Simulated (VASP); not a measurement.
# TlBr (Pm-3m) in VASP: further runs

TlBr is run at these levels: PBE; tasks: single point.

All numbers are computed with VASP 6.6.1; they aren't measurements. Logs are shortened: lines on timing, memory, paths and dates and some standing lists are left out, and cuts for length are marked.

**1. The cell of the first run**

Symmetry: Pm-3m, No. 221, cubic system. The conventional cell has a = 3.575 Å, b = 3.575 Å, c = 3.575 Å, α = 90.00°, β = 90.00°, γ = 90.00°. Tl (site symmetry m-3m) has 8 Br at 3.10 Å and 6 Tl at 3.58 Å within 4.1 Å. Within 4.1 Å of Br (site symmetry m-3m) lie 8 Tl at 3.10 Å and 6 Br at 3.58 Å.

**2. Single point, PBE**

Input file INCAR:

```
  PREC = Accurate
  ENCUT = 500
  EDIFF = 1E-6
  ISMEAR = 0
  SIGMA = 0.01
  LREAL = False
  LASPH = True
  NELM = 120
  ALGO = Normal
  ISIF = 2
  LWAVE = False
  LCHARG = False
  GGA = PE
  NBANDS = 17
  GGA_COMPAT = False
```

Input file KPOINTS:

```
regular mesh
0
Gamma
  4 4 4
```

Input file POSCAR:

```
TlBr
1.0
    3.5752041413      0.0000000000      0.0000000000
    0.0000000000      3.5752041413      0.0000000000
    0.0000000000      0.0000000000      3.5752041413
Tl Br
1 1
Direct
    0.0000000000      0.0000000000      0.0000000000
    0.5000000000      0.5000000000      0.5000000000
```

Potentials or basis: VASP PAW PBE potentials, release 64 (Tl_d, Br).

Started as:

```sh
$ cat potpaw_PBE.64/Tl_d/POTCAR potpaw_PBE.64/Br/POTCAR > POTCAR
$ mpirun -np 1 vasp_std > vasp.out
```

OUTCAR:

```text
PREC = Accurate
   ENCUT = 500
   EDIFF = 1E-6
   ISMEAR = 0
   LREAL = False
   LASPH = True
   NELM = 120
   ISIF = 2
   GGA = PE

 ion  position               nearest neighbor table
   1  0.000  0.000  0.000-   2 3.10   2 3.10   2 3.10   2 3.10   2 3.10   2 3.10   2 3.10   2 3.10

   2  0.500  0.500  0.500-   1 3.10   1 3.10   1 3.10   1 3.10   1 3.10   1 3.10   1 3.10   1 3.10

  LATTYP: Found a simple cubic cell.
 ALAT       =     3.5752041413

  Lattice vectors:

 A1 = (   3.5752041413,   0.0000000000,   0.0000000000)
 A2 = (   0.0000000000,   3.5752041413,   0.0000000000)
 A3 = (   0.0000000000,   0.0000000000,   3.5752041413)

Analysis of symmetry for initial positions (statically):
=====================================================================
 Subroutine PRICEL returns:
 Original cell was already a primitive cell.

 Routine SETGRP: Setting up the symmetry group for a
 simple cubic supercell.

 Subroutine GETGRP returns: Found 48 space group operations
 (whereof 48 operations were pure point group operations)
 out of a pool of 48 trial point group operations.

The static configuration has the point symmetry O_h .

Analysis of symmetry for dynamics (positions and initial velocities):
=====================================================================
 Subroutine PRICEL returns:
 Original cell was already a primitive cell.

 Routine SETGRP: Setting up the symmetry group for a
 simple cubic supercell.

 Subroutine GETGRP returns: Found 48 space group operations
 (whereof 48 operations were pure point group operations)
 out of a pool of 48 trial point group operations.

The dynamic configuration has the point symmetry O_h .

 Subroutine INISYM returns: Found 48 space group operations
 (whereof 48 operations are pure point group operations),
 and found     1 'primitive' translations

----------------------------------------------------------------------------------------

                                     Primitive cell

  volume of cell :      45.6986

  direct lattice vectors                    reciprocal lattice vectors
     3.575204141  0.000000000  0.000000000     0.279704308  0.000000000  0.000000000
     0.000000000  3.575204141  0.000000000     0.000000000  0.279704308  0.000000000
     0.000000000  0.000000000  3.575204141     0.000000000  0.000000000  0.279704308

  length of vectors
     3.575204141  3.575204141  3.575204141     0.279704308  0.279704308  0.279704308

  position of ions in fractional coordinates (direct lattice)
     0.000000000  0.000000000  0.000000000
     0.500000000  0.500000000  0.500000000

  ion indices of the primitive-cell ions
   primitive index   ion index
                 1           1
                 2           2

----------------------------------------------------------------------------------------

 KPOINTS: regular mesh

Automatic generation of k-mesh.
 Grid dimensions read from file:
 generate k-points for:    4    4    4

 Generating k-lattice:

  Cartesian coordinates                     Fractional coordinates (reciprocal lattice)
     0.069926077  0.000000000  0.000000000     0.250000000  0.000000000  0.000000000
     0.000000000  0.069926077  0.000000000     0.000000000  0.250000000  0.000000000
     0.000000000  0.000000000  0.069926077     0.000000000  0.000000000  0.250000000

  Length of vectors
     0.069926077  0.069926077  0.069926077

  Shift w.r.t. Gamma in fractional coordinates (k-lattice)
     0.000000000  0.000000000  0.000000000

 Subroutine IBZKPT returns following result:
 ===========================================

 Found     10 irreducible k-points:

 Following reciprocal coordinates:
            Coordinates               Weight
  0.000000  0.000000  0.000000      1.000000
  0.250000  0.000000  0.000000      6.000000
  0.500000  0.000000  0.000000      3.000000
  0.250000  0.250000  0.000000     12.000000
  0.500000  0.250000  0.000000     12.000000
  0.500000  0.500000  0.000000      3.000000
  0.250000  0.250000  0.250000      8.000000
  0.500000  0.250000  0.250000     12.000000
  0.500000  0.500000  0.250000      6.000000
  0.500000  0.500000  0.500000      1.000000
   k-points           NKPTS =     10   k-points in BZ     NKDIM =     10   number of bands    NBANDS=     17
   number of dos      NEDOS =    301   number of ions     NIONS =      2
   total plane-waves  NPLWV =  21952
   dimension x,y,z NGX =    28 NGY =   28 NGZ =   28
   dimension x,y,z NGXF=    56 NGYF=   56 NGZF=   56
   ions per type =               1   1
   NGX,Y,Z   is equivalent  to a cutoff of  13.02, 13.02, 13.02 a.u.
   NGXF,Y,Z  is equivalent  to a cutoff of  26.04, 26.04, 26.04 a.u.
 SYSTEM =  unknown system
   PREC   = accura    normal or accurate (medium, high low for compatibility)
   ISTART =      0    job   : 0-new  1-cont  2-samecut
   ICHARG =      2    charge: 1-file 2-atom 10-const
   ISPIN  =      1    spin polarized calculation?
   LNONCOLLINEAR =      F non collinear calculations
   LSORBIT =      F    spin-orbit coupling
   LASPH  =      T    aspherical Exc in radial PAW
   ENCUT  =  500.0 eV  36.75 Ry    6.06 a.u.   6.52  6.52  6.52*2*pi/ulx,y,z
   NELM   =    120;   NELMIN=  2; NELMDL= -5     # of ELM steps
   EDIFF  = 0.1E-05   stopping-criterion for ELM
   LREAL  =      F    real-space projection
   EDIFFG = 0.1E-04   stopping-criterion for IOM
   NSW    =      0    number of steps for IOM
   IBRION =     -1    ionic relax: 0-MD 1-quasi-New 2-CG
   NFREE  =      0    steps in history (QN), initial steepest desc. (CG)
   ISIF   =      2    stress and relaxation
   ISYM   =      2    0-nonsym 1-usesym 2-fastsym
   POTIM  = 0.5000    time-step for ionic-motion
   TEBEG  =    0.0;   TEEND  =   0.0 temperature during run
   PSTRESS=    0.0 pullay stress
   NELECT =      20.0000    total number of electrons
   NUPDOWN=      -1.0000    fix difference up-down
   EMIN   =  10.00;   EMAX   =-10.00  energy-range for DOS
   EFERMI =   0.00;   METHOD = LEGACY
   ISMEAR =     0;   SIGMA  =   0.01  broadening in eV -4-tet -1-fermi 0-gaus
   EFERMI_NEDOS =   21; number of points for ismear=-14 and -15
   IALGO  =     38    algorithm
   IMIX   =      4    mixing-type and parameters
     AMIX     =   0.40;   BMIX     =  1.00
     AMIX_MAG =   1.60;   BMIX_MAG =  1.00
  volume/ion in A,a.u.               =      22.85       154.19
  Fermi-wavevector in a.u.,A,eV,Ry     =   1.242941  2.348819 21.019686  1.544903
  Thomas-Fermi vector in A             =   2.377274
   LORBIT       =      0    0 simple, 1 ext, 2 COOP (PROOUT), +10 PAW based schemes
   GGA     = PE    functional components
   LHFCALC =     F    Hartree Fock is set to
   AEXX    =    0.0000 exact exchange contribution
   IVDW    =     0    specifies the selected vdW correction
   LEPSILON=     F    determine dielectric tensor
   LRPA    =     F    only Hartree local field effects (RPA)
 non-spin polarized calculation
 Gauss-broadening in eV      SIGMA  =   0.01
  energy-cutoff  :      500.00
  volume of cell :       45.70
 maximum number of plane-waves:      1189
 NGX is ok and might be reduce to    28
   NGX = 13   NGY = 13   NGZ = 13

 number of electron      20.0000004 magnetization

 Free energy of the ion-electron system (eV)
  ---------------------------------------------------
  ext. energy  EPLUGINS =         0.00000000
  ---------------------------------------------------
  free energy    TOTEN  =        -4.63670187 eV

  energy without entropy =       -4.63670187  energy(sigma->0) =       -4.63670187

 E-fermi :   6.8661     XC(G=0): -10.5712

 val. band max:        6.7530200728   @ k =   0.5000   0.0000   0.0000
 cond. band min:       6.9954054922   @ k =   0.5000   0.5000   0.5000
 fundamental gap:      0.2423854194
 Fermi energy:         6.8660613733

 k-point     1 :       0.0000    0.0000    0.0000
  band No.  band energies     occupation
      1      -9.6048      2.00000
      2      -4.6700      2.00000
      3      -4.6700      2.00000
      4      -4.2263      2.00000
      5      -4.2263      2.00000
      6      -4.2263      2.00000
[... 9 lines left out ...]
     16      20.4041      0.00000
     17      20.4041      0.00000

 k-point     2 :       0.2500    0.0000    0.0000
  band No.  band energies     occupation
      1      -9.3068      2.00000
      2      -4.6508      2.00000
      3      -4.5340      2.00000
      4      -4.3261      2.00000
      5      -4.3261      2.00000
      6      -4.2178      2.00000
[... 9 lines left out ...]
     16      18.8021      0.00000
     17      20.2015      0.00000

 k-point     3 :       0.5000    0.0000    0.0000
  band No.  band energies     occupation
      1      -8.9548      2.00000
      2      -4.6315      2.00000
      3      -4.4570      2.00000
      4      -4.4213      2.00000
      5      -4.4213      2.00000
      6      -4.2093      2.00000
[... 9 lines left out ...]
     16      20.0054      0.00000
     17      21.8131      0.00000

 k-point     4 :       0.2500    0.2500    0.0000
  band No.  band energies     occupation
      1      -9.0839      2.00000
      2      -4.5852      2.00000
      3      -4.4074      2.00000
      4      -4.3396      2.00000
      5      -4.3184      2.00000
      6      -4.2886      2.00000
[... 9 lines left out ...]
     16      17.8286      0.00000
     17      18.2223      0.00000

 k-point     5 :       0.5000    0.2500    0.0000
  band No.  band energies     occupation
      1      -8.8375      2.00000
      2      -4.5497      2.00000
      3      -4.3863      2.00000
      4      -4.3078      2.00000
      5      -4.2809      2.00000
      6      -4.2704      2.00000
[... 9 lines left out ...]
     16      19.2531      0.00000
     17      19.6628      0.00000

 k-point     6 :       0.5000    0.5000    0.0000
  band No.  band energies     occupation
      1      -8.7172      2.00000
      2      -4.5013      2.00000
      3      -4.3508      2.00000
      4      -4.3508      2.00000
      5      -4.1351      2.00000
      6      -4.0674      2.00000
[... 9 lines left out ...]
     16      16.9077      0.00000
     17      18.2227      0.00000

 k-point     7 :       0.2500    0.2500    0.2500
  band No.  band energies     occupation
      1      -8.8833      2.00000
      2      -4.4468      2.00000
      3      -4.4468      2.00000
      4      -4.3671      2.00000
      5      -4.3671      2.00000
      6      -4.2352      2.00000
[... 9 lines left out ...]
     16      18.2102      0.00000
     17      21.7284      0.00000

 k-point     8 :       0.5000    0.2500    0.2500
  band No.  band energies     occupation
      1      -8.6630      2.00000
      2      -4.5554      2.00000
      3      -4.4223      2.00000
      4      -4.3671      2.00000
      5      -4.2431      2.00000
      6      -4.2025      2.00000
[... 9 lines left out ...]
     16      18.2705      0.00000
     17      21.4507      0.00000

 k-point     9 :       0.5000    0.5000    0.2500
  band No.  band energies     occupation
      1      -8.4733      2.00000
      2      -4.5347      2.00000
      3      -4.5347      2.00000
      4      -4.3870      2.00000
      5      -4.2809      2.00000
      6      -4.0632      2.00000
[... 9 lines left out ...]
     16      19.6859      0.00000
     17      23.1974      0.00000

 k-point    10 :       0.5000    0.5000    0.5000
  band No.  band energies     occupation
      1      -8.1837      2.00000
      2      -4.6971      2.00000
      3      -4.6971      2.00000
      4      -4.6971      2.00000
      5      -4.0589      2.00000
      6      -4.0589      2.00000
[... 9 lines left out ...]
     16      21.5737      0.00000
     17      24.2684      0.00000

------------------------ aborting loop because EDIFF is reached ----------------------------------------

  FORCE on cell =-STRESS in cart. coord.  units (eV):
  Direction    XX          YY          ZZ          XY          YZ          ZX
  --------------------------------------------------------------------------------------
  -------------------------------------------------------------------------------------
  Total        5.6903967      5.6903967      5.6903967     -0.0000000      0.0000000      0.0000000
  in kB      199.5035344    199.5035344    199.5035344     -0.0000000      0.0000000      0.0000000
  external PRESSURE =     199.5035344 kB  Pullay stress =       0.0000000 kB

 VOLUME and BASIS-vectors are now :
 -----------------------------------------------------------------------------
  energy-cutoff  :      500.00
  volume of cell :       45.70
      direct lattice vectors                 reciprocal lattice vectors
     3.575204141  0.000000000  0.000000000     0.279704308  0.000000000  0.000000000
     0.000000000  3.575204141  0.000000000     0.000000000  0.279704308  0.000000000
     0.000000000  0.000000000  3.575204141     0.000000000  0.000000000  0.279704308

 POSITION                                       TOTAL-FORCE (eV/Angst)
 -----------------------------------------------------------------------------------
      0.00000      0.00000      0.00000         0.000000      0.000000      0.000000
      1.78760      1.78760      1.78760         0.000000      0.000000      0.000000
 -----------------------------------------------------------------------------------
    total drift:                               -0.000000      0.000000      0.000000

  FREE ENERGIE OF THE ION-ELECTRON SYSTEM (eV)
  ---------------------------------------------------
  free  energy   TOTEN  =        -4.6367018712 eV

  energy  without entropy=       -4.6367018712  energy(sigma->0) =       -4.63670187
```

It took 5.4 s on 1 thread of Intel Xeon Platinum 8488C (Sapphire Rapids), shared host; peak memory 0.15 GiB.

What came out:

* Free energy: -4.6367 eV
* Pressure: 20.0 GPa
* Band gap on the k mesh: 0.24 eV (least direct gap 0.76 eV)

Levels at points of the mesh, in eV from the valence-band top:
```
           k point  band 6  band 7  band 8  band 9  band 10  band 11  band 12  band 13  band 14  band 15
(0.00, 0.00, 0.00)  -10.98   -5.69   -3.15   -3.15    -3.15     5.69     5.69     8.27     8.27     8.27
(0.50, 0.00, 0.00)  -10.96   -8.19   -2.13   -2.13     0.00     0.76     5.16     5.16     6.24    10.53
(0.50, 0.50, 0.00)  -10.82   -5.79   -5.79   -4.94    -2.12     4.94     4.94     7.16     8.16    10.15
(0.50, 0.50, 0.50)  -10.81   -3.84   -3.84   -3.84    -2.99     0.24     0.24     0.24    14.82    14.82
```

Caveat: the k points lie up to 0.44 Å⁻¹ apart; spin-orbit coupling is left out, which moves the levels of the heavy elements. A k mesh can miss the band edges.

**3. Single point, PBE**

This run uses another cell than the first one, of 25.80 Å³/atom.

Input file INCAR:

```
PREC     = Accurate       # precision mode
ENCUT    = 500            # plane-wave cutoff, eV
EDIFF    = 1E-6           # SCF threshold, eV
ISMEAR   = 0              # smearing method
SIGMA    = 0.01           # smearing width, eV
LREAL    = F              # projectors in reciprocal space
LASPH    = T              # aspherical terms in the spheres
NELM     = 120            # most SCF steps
ALGO     = Normal         # electronic algorithm
ISIF     = 2              # what is computed and relaxed
LWAVE    = F              # write WAVECAR
LCHARG   = T              # write CHGCAR
GGA      = PE             # functional
LELF     = T              # ELF
LVHAR    = T            
NBANDS   = 17             # bands
GGA_COMPAT= F
```

Input file KPOINTS:

```
Automatic mesh
0
Gamma
  4 4 4
```

Input file POSCAR:

```
TlBr
1.0
    3.7231275148      0.0000000000      0.0000000000
    0.0000000000      3.7231275148      0.0000000000
    0.0000000000      0.0000000000      3.7231275148
Tl Br
1 1
Direct
    0.0000000000      0.0000000000      0.0000000000
    0.5000000000      0.5000000000      0.5000000000
```

Potentials or basis: VASP PAW PBE potentials, release 64 (Tl_d, Br).

Started as:

```sh
$ cat potpaw_PBE.64/Tl_d/POTCAR potpaw_PBE.64/Br/POTCAR > POTCAR
$ mpirun -np 1 vasp_std > vasp.out
```

Run time: 5.8 s. Hardware: 1 thread of Intel Xeon Platinum 8488C (Sapphire Rapids), shared host; peak memory 0.15 GiB.

Results (log left out):

```yaml
Free_energy: -5.1710 eV
Pressure: 9.9 GPa
Band_gap_on_the_k_mesh: 1.09 eV (least direct gap 1.22 eV)
```

Levels at points of the mesh, in eV from the valence-band top:
```csv
k point,band 7,band 8,band 9,band 10,band 11,band 12,band 13,band 14
"(0.00, 0.00, 0.00)",-5.26,-2.35,-2.35,-2.35,6.28,6.28,7.87,7.87
"(0.50, 0.00, 0.00)",-7.05,-1.57,-1.57,0.00,1.22,5.50,5.50,7.04
"(0.50, 0.50, 0.00)",-4.56,-4.56,-4.38,-1.52,4.96,4.96,7.43,7.89
"(0.50, 0.50, 0.50)",-3.05,-3.05,-3.05,-2.84,1.09,1.09,1.09,14.03
```

Caveat: the k points lie up to 0.42 Å⁻¹ apart; spin-orbit coupling is left out, which moves the levels of the heavy elements.

(Continued in part 2 of 2.)
